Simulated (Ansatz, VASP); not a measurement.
One calculation of SiC, two programs

```
Si C
1.0
     3.07600    0.00000    0.00000
    -1.53800    2.66389    0.00000
     0.00000    0.00000    5.04800
Si C
2 2
Direct
  0.33333 0.66667 0.00000
  0.66667 0.33333 0.50000
  0.33333 0.66667 0.38500
  0.66667 0.33333 0.88500
```

Alike in both runs: task single point; functional PBE; k mesh 12 × 12 × 6; occupations fermi-dirac, width 0.05 eV; no spin polarisation.

|  | VASP | Ansatz |
| --- | --- | --- |
| version | VASP 6.6.1 | Ansatz 0.2.0 |
| potentials or method | VASP PAW PBE potentials, release 64 (Si, C) | plane waves, PAW |
| plane-wave cutoff (eV) | 520 | 420 |
| valence electrons in the cell | 16 | 16 |

Ansatz gave:

| Item | Value |
| --- | --- |
| pressure (GPa) | 3.7 |
| traceless stress, the component that is largest in VASP (GPa) | -3.25 |

Question: What did VASP give for the same quantities?

Answer: Pressure (GPa): 3.6; traceless stress, the component that is largest in VASP (GPa): -3.22.

With one functional, cell and mesh, what is left measures potentials, basis and numerics.
